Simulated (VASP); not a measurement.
# Ru (P6/mmm) in VASP: a series of runs, part 2 of 3

VASP 6.6.1. Earlier steps stand in the parts before.

### 4 Single point, PBE (volume scaled by 0.92)

File INCAR:

```
PREC = Accurate ; ENCUT = 520
EDIFF = 1E-7 ; ISMEAR = -1
SIGMA = 0.1 ; LREAL = False
LASPH = True ; NELM = 80
ALGO = Normal ; ISIF = 2
LWAVE = False ; LCHARG = False
GGA = PE ; NBANDS = 28
```

File KPOINTS:

```
regular mesh
0
Gamma
  10 10 13
```

File POSCAR:

```
Ru
1.0
    4.1526365080      0.0000000000      0.0000000000
   -2.0763182540      3.5962887086      0.0000000000
    0.0000000000      0.0000000000      2.6096439226
Ru
3
Direct
    0.0000000000      0.0000000000      0.0000000000
    0.3333333333      0.6666666667      0.5000000000
    0.6666666667      0.3333333333      0.5000000000
```

Potentials or basis: VASP PAW PBE potentials, release 64 (Ru_pv).

The run is started by

```bash
> cat potpaw_PBE.64/Ru_pv/POTCAR > POTCAR
> mpirun -np 1 vasp_std > vasp.out
```

OUTCAR:

```text
PREC = Accurate
   ENCUT = 520
   EDIFF = 1E-7
   ISMEAR = -1
   LREAL = False
   LASPH = True
   NELM = 80
   ISIF = 2
   GGA = PE

 ion  position               nearest neighbor table
   1  0.000  0.000  0.000-   2 2.73   3 2.73   2 2.73   3 2.73   2 2.73   2 2.73   3 2.73   3 2.73
                             3 2.73   3 2.73   2 2.73   2 2.73
   2  0.333  0.667  0.500-   3 2.40   3 2.40   3 2.40   1 2.73   1 2.73   1 2.73   1 2.73   1 2.73
                             1 2.73
   3  0.667  0.333  0.500-   2 2.40   2 2.40   2 2.40   1 2.73   1 2.73   1 2.73   1 2.73   1 2.73
                             1 2.73

  LATTYP: Found a hexagonal cell.
 ALAT       =     4.1526365080
 C/A-ratio  =     0.6284306169

  Lattice vectors:

 A1 = (   4.1526365080,   0.0000000000,   0.0000000000)
 A2 = (  -2.0763182540,   3.5962887086,   0.0000000000)
 A3 = (   0.0000000000,   0.0000000000,   2.6096439226)

Analysis of symmetry for initial positions (statically):
=====================================================================
 Subroutine PRICEL returns:
 Original cell was already a primitive cell.

 Routine SETGRP: Setting up the symmetry group for a
 hexagonal supercell.

 Subroutine GETGRP returns: Found 24 space group operations
 (whereof 24 operations were pure point group operations)
 out of a pool of 24 trial point group operations.

The static configuration has the point symmetry D_6h.

Analysis of symmetry for dynamics (positions and initial velocities):
=====================================================================
 Subroutine PRICEL returns:
 Original cell was already a primitive cell.

 Routine SETGRP: Setting up the symmetry group for a
 hexagonal supercell.

 Subroutine GETGRP returns: Found 24 space group operations
 (whereof 24 operations were pure point group operations)
 out of a pool of 24 trial point group operations.

The dynamic configuration has the point symmetry D_6h.

[... 116 lines left out ...]
   EFERMI_NEDOS =   21; number of points for ismear=-14 and -15
   IALGO  =     38    algorithm
   IMIX   =      4    mixing-type and parameters
     AMIX     =   0.40;   BMIX     =  1.00
     AMIX_MAG =   1.60;   BMIX_MAG =  1.00
  volume/ion in A,a.u.               =      12.99        87.67
  Fermi-wavevector in a.u.,A,eV,Ry     =   1.678436  3.171783 38.329600  2.817146
  Thomas-Fermi vector in A             =   2.762525
   LORBIT       =      0    0 simple, 1 ext, 2 COOP (PROOUT), +10 PAW based schemes
   GGA     = PE    functional components
   LHFCALC =     F    Hartree Fock is set to
   AEXX    =    0.0000 exact exchange contribution
   IVDW    =     0    specifies the selected vdW correction
   LEPSILON=     F    determine dielectric tensor
   LRPA    =     F    only Hartree local field effects (RPA)
 non-spin polarized calculation
  energy-cutoff  :      520.00
  volume of cell :       38.97
 maximum number of plane-waves:      1078
 NGX is ok and might be reduce to    32
   NGX = 15   NGY = 15   NGZ =  9

 number of electron      41.9999992 magnetization

 Free energy of the ion-electron system (eV)
  ---------------------------------------------------
  ext. energy  EPLUGINS =         0.00000000
  ---------------------------------------------------
  free energy    TOTEN  =       -26.69148292 eV

  energy without entropy =      -26.58841194  energy(sigma->0) =      -26.63994743

 E-fermi :  13.8705     XC(G=0): -14.3761

 val. band max:       13.8493289144   @ k =   0.5000  -0.0000   0.3077
 cond. band min:      13.8733154883   @ k =   0.1000   0.0000   0.2308
 fundamental gap:      0.0239865739
 Fermi energy:        13.8705253095

 k-point     1 :       0.0000    0.0000    0.0000
  band No.  band energies     occupation
      1     -29.9914      2.00000
      2     -29.9914      2.00000
      3     -29.5257      2.00000
      4     -29.5257      2.00000
      5     -29.1610      2.00000
      6     -28.8317      2.00000
[... 733 lines left out ...]
     27      16.7292      0.00000
     28      24.1276      0.00000

 [... further k-points ...]

------------------------ aborting loop because EDIFF is reached ----------------------------------------

  FORCE on cell =-STRESS in cart. coord.  units (eV):
  Direction    XX          YY          ZZ          XY          YZ          ZX
  --------------------------------------------------------------------------------------
  -------------------------------------------------------------------------------------
  Total        7.5491493      7.5491493      6.7514360      0.0000000      0.0000000      0.0000000
  in kB      310.3479477    310.3479477    277.5536971      0.0000000      0.0000000      0.0000000
  external PRESSURE =     299.4165308 kB  Pullay stress =       0.0000000 kB

 VOLUME and BASIS-vectors are now :
 -----------------------------------------------------------------------------
  energy-cutoff  :      520.00
  volume of cell :       38.97
      direct lattice vectors                 reciprocal lattice vectors
     4.152636508  0.000000000  0.000000000     0.240810868  0.139032219  0.000000000
    -2.076318254  3.596288709  0.000000000     0.000000000  0.278064438  0.000000000
     0.000000000  0.000000000  2.609643923     0.000000000  0.000000000  0.383194041

 POSITION                                       TOTAL-FORCE (eV/Angst)
 -----------------------------------------------------------------------------------
      0.00000      0.00000      0.00000        -0.000000      0.000000      0.000000
     -0.00000      2.39753      1.30482         0.000000     -0.000000      0.000000
      2.07632      1.19876      1.30482        -0.000000      0.000000     -0.000000
 -----------------------------------------------------------------------------------
    total drift:                               -0.000000      0.000000      0.000000

  FREE ENERGIE OF THE ION-ELECTRON SYSTEM (eV)
  ---------------------------------------------------
  free  energy   TOTEN  =       -26.6914829191 eV

  energy  without entropy=      -26.5884119391  energy(sigma->0) =      -26.63994743
```

OSZICAR:

```text
N       E                     dE             d eps       ncg     rms          rms(c)
DAV:   1     0.482321664446E+03    0.48232E+03   -0.25333E+04  5504   0.166E+03
DAV:   2    -0.151069042923E+02   -0.49743E+03   -0.48477E+03  5748   0.511E+02
DAV:   3    -0.283087865853E+02   -0.13202E+02   -0.12957E+02  5976   0.912E+01
DAV:   4    -0.284539346446E+02   -0.14515E+00   -0.14500E+00  6896   0.865E+00
DAV:   5    -0.284563978752E+02   -0.24632E-02   -0.24630E-02  6128   0.106E+00    0.252E+01
DAV:   6    -0.269144545333E+02    0.15419E+01   -0.44575E+00  6080   0.182E+01    0.883E+00
DAV:   7    -0.274462170479E+02   -0.53176E+00   -0.56280E+00  6120   0.224E+01    0.812E+00
DAV:   8    -0.266981295550E+02    0.74809E+00   -0.29415E+00  6012   0.114E+01    0.151E+00
DAV:   9    -0.266915533851E+02    0.65762E-02   -0.36089E-02  6168   0.148E+00    0.165E-01
DAV:  10    -0.266914831745E+02    0.70211E-04   -0.17246E-03  6812   0.368E-01    0.557E-02
DAV:  11    -0.266914806791E+02    0.24954E-05   -0.60835E-05  6208   0.752E-02    0.191E-02
DAV:  12    -0.266914847019E+02   -0.40228E-05   -0.46081E-06  6716   0.188E-02    0.593E-03
DAV:  13    -0.266914830915E+02    0.16105E-05   -0.39845E-07  5168   0.663E-03    0.106E-03
DAV:  14    -0.266914829236E+02    0.16784E-06   -0.32293E-08  3748   0.185E-03    0.531E-04
DAV:  15    -0.266914829191E+02    0.45293E-08   -0.56820E-09  3728   0.635E-04
   1 F= -.26691483E+02 E0= -.26639947E+02  d E =-.103071E+00
```

stdout:

```text
POSCAR found type information on POSCAR Ru
 POSCAR found :  1 types and       3 ions
 scaLAPACK will be used
 LDA part: xc-table for (Slater+PW92), standard interpolation
 POSCAR, INCAR and KPOINTS ok, starting setup
 FFT: planning ... GRIDC
 FFT: planning ... GRID_SOFT
 FFT: planning ... GRID
 WAVECAR not read
 entering main loop
```

Wall time 81 s (1 thread of Intel Xeon 6975P-C, shared host); peak memory 0.21 GiB.

Results:

| Property | Result |
| --- | --- |
| Free energy | -26.6915 eV |
| Pressure | 29.9 GPa |
| Band gap on the k mesh | zero (band 21 reaches 14.98 eV, above the bottom of band 22 at 12.38 eV) |

Levels at points of the mesh, in eV from the Fermi level:
```tsv
k point	band 17	band 18	band 19	band 20	band 21	band 22	band 23	band 24	band 25	band 26
(0.00, 0.00, 0.00)	-3.08	-2.36	-2.36	-1.60	-1.60	-1.49	-1.49	1.88	1.88	9.94
(0.50, 0.00, 0.00)	-2.88	-2.72	-1.31	-1.23	0.45	0.89	0.91	0.94	1.42	1.42
```

### 5 Single point, PBE (volume scaled by 0.96)

File INCAR:

```
PREC = Accurate
ENCUT = 520
EDIFF = 1E-6
ISMEAR = -1
SIGMA = 0.1
LREAL = F
LASPH = T
NELM = 100
ALGO = Normal
ISIF = 2
LWAVE = F
LCHARG = F
GGA = PE
NBANDS = 28
```

File KPOINTS:

```
Automatic mesh
0
Gamma
  10 10 13
```

File POSCAR:

```
Ru
1.0
    4.2119679026      0.0000000000      0.0000000000
   -2.1059839513      3.6476712036      0.0000000000
    0.0000000000      0.0000000000      2.6469295876
Ru
3
Direct
    0.0000000000      0.0000000000      0.0000000000
    0.3333333333      0.6666666667      0.5000000000
    0.6666666667      0.3333333333      0.5000000000
```

Potentials or basis: VASP PAW PBE potentials, release 64 (Ru_pv).

The run is started by

```bash
> cat potpaw_PBE.64/Ru_pv/POTCAR > POTCAR
> mpirun -np 1 vasp_std > vasp.out
```

OUTCAR:

```text
PREC = Accurate
   ENCUT = 520
   EDIFF = 1E-6
   ISMEAR = -1
   LREAL = F
   LASPH = T
   NELM = 100
   ISIF = 2
   GGA = PE

 ion  position               nearest neighbor table
   1  0.000  0.000  0.000-   2 2.77   3 2.77   2 2.77   3 2.77   3 2.77   3 2.77   2 2.77   2 2.77
                             3 2.77   3 2.77   2 2.77   2 2.77
   2  0.333  0.667  0.500-   3 2.43   3 2.43   3 2.43   1 2.77   1 2.77   1 2.77   1 2.77   1 2.77
                             1 2.77
   3  0.667  0.333  0.500-   2 2.43   2 2.43   2 2.43   1 2.77   1 2.77   1 2.77   1 2.77   1 2.77
                             1 2.77

  LATTYP: Found a hexagonal cell.
 ALAT       =     4.2119679026
 C/A-ratio  =     0.6284306169

  Lattice vectors:

 A1 = (   4.2119679026,   0.0000000000,   0.0000000000)
 A2 = (  -2.1059839513,   3.6476712036,   0.0000000000)
 A3 = (   0.0000000000,   0.0000000000,   2.6469295876)

Analysis of symmetry for initial positions (statically):
=====================================================================
 Subroutine PRICEL returns:
 Original cell was already a primitive cell.

 Routine SETGRP: Setting up the symmetry group for a
[... 168 lines left out ...]
  energy without entropy =      -26.80743363  energy(sigma->0) =      -26.86251348

 E-fermi :  13.0615     XC(G=0): -14.1105

 val. band max:       13.0439371053   @ k =   0.5000  -0.0000   0.3077
 cond. band min:      13.0651303205   @ k =   0.1000  -0.0000   0.2308
 fundamental gap:      0.0211932152
 Fermi energy:        13.0615116997

 k-point     1 :       0.0000    0.0000    0.0000
  band No.  band energies     occupation
      1     -30.6400      2.00000
      2     -30.6400      2.00000
      3     -30.2154      2.00000
      4     -30.2154      2.00000
      5     -29.9030      2.00000
      6     -29.6192      2.00000
[... 733 lines left out ...]
     27      15.7686      0.00000
     28      23.3703      0.00000

 [... further k-points ...]

------------------------ aborting loop because EDIFF is reached ----------------------------------------

  FORCE on cell =-STRESS in cart. coord.  units (eV):
  Direction    XX          YY          ZZ          XY          YZ          ZX
  --------------------------------------------------------------------------------------
  -------------------------------------------------------------------------------------
  Total        3.4614887      3.4614887      3.1467387      0.0000000     -0.0000000      0.0000000
  in kB      136.3736235    136.3736235    123.9732946      0.0000000     -0.0000000      0.0000000
  external PRESSURE =     132.2401805 kB  Pullay stress =       0.0000000 kB

 VOLUME and BASIS-vectors are now :
 -----------------------------------------------------------------------------
  energy-cutoff  :      520.00
  volume of cell :       40.67
      direct lattice vectors                 reciprocal lattice vectors
     4.211967903  0.000000000  0.000000000     0.237418713  0.137073758  0.000000000
    -2.105983951  3.647671204  0.000000000     0.000000000  0.274147516  0.000000000
     0.000000000  0.000000000  2.646929588     0.000000000  0.000000000  0.377796223

 POSITION                                       TOTAL-FORCE (eV/Angst)
 -----------------------------------------------------------------------------------
      0.00000      0.00000      0.00000        -0.000000      0.000000      0.000000
     -0.00000      2.43178      1.32346         0.000000      0.000000      0.000000
      2.10598      1.21589      1.32346        -0.000000      0.000000      0.000000
 -----------------------------------------------------------------------------------
    total drift:                               -0.000000      0.000000      0.000000

  FREE ENERGIE OF THE ION-ELECTRON SYSTEM (eV)
  ---------------------------------------------------
  free  energy   TOTEN  =       -26.9175933348 eV

  energy  without entropy=      -26.8074336274  energy(sigma->0) =      -26.86251348
```

OSZICAR:

```text
N       E                     dE             d eps       ncg     rms          rms(c)
DAV:   1     0.480986069901E+03    0.48099E+03   -0.25374E+04  5488   0.165E+03
DAV:   2    -0.156456204496E+02   -0.49663E+03   -0.48450E+03  5784   0.510E+02
DAV:   3    -0.286173232431E+02   -0.12972E+02   -0.12729E+02  6000   0.901E+01
DAV:   4    -0.287543981200E+02   -0.13707E+00   -0.13700E+00  6976   0.847E+00
DAV:   5    -0.287566368817E+02   -0.22388E-02   -0.22386E-02  6160   0.992E-01    0.227E+01
DAV:   6    -0.271342239730E+02    0.16224E+01   -0.49409E+00  6004   0.188E+01    0.747E+00
DAV:   7    -0.277429620636E+02   -0.60874E+00   -0.60913E+00  6032   0.224E+01    0.841E+00
DAV:   8    -0.269247054582E+02    0.81826E+00   -0.31834E+00  5976   0.112E+01    0.137E+00
DAV:   9    -0.269176900680E+02    0.70154E-02   -0.32679E-02  6148   0.140E+00    0.185E-01
DAV:  10    -0.269175948386E+02    0.95229E-04   -0.18196E-03  6784   0.371E-01    0.582E-02
DAV:  11    -0.269175912238E+02    0.36149E-05   -0.50216E-05  6280   0.652E-02    0.213E-02
DAV:  12    -0.269175947807E+02   -0.35570E-05   -0.44184E-06  5432   0.187E-02    0.457E-03
DAV:  13    -0.269175936609E+02    0.11198E-05   -0.43980E-07  3776   0.707E-03    0.916E-04
DAV:  14    -0.269175933348E+02    0.32610E-06   -0.80120E-08  3764   0.280E-03
   1 F= -.26917593E+02 E0= -.26862513E+02  d E =-.110160E+00
```

stdout:

```text
POSCAR found type information on POSCAR Ru
 POSCAR found :  1 types and       3 ions
 scaLAPACK will be used
 LDA part: xc-table for (Slater+PW92), standard interpolation
 POSCAR, INCAR and KPOINTS ok, starting setup
 FFT: planning ... GRIDC
 FFT: planning ... GRID_SOFT
 FFT: planning ... GRID
 WAVECAR not read
 entering main loop
```

It took 85 s on 1 thread of Intel Xeon 6975P-C, shared host; peak memory 0.21 GiB.

Results:

| Quantity | Value |
| --- | --- |
| Free energy | -26.9176 eV |
| Pressure | 13.2 GPa |
| Band gap on the k mesh | zero (band 21 reaches 14.11 eV, above the bottom of band 22 at 11.68 eV) |

Stress tensor (GPa, compression positive):
```
13.64  0.00  0.00
 0.00 13.64  0.00
 0.00  0.00 12.40
```

(Part 2 of 3 ends here.)
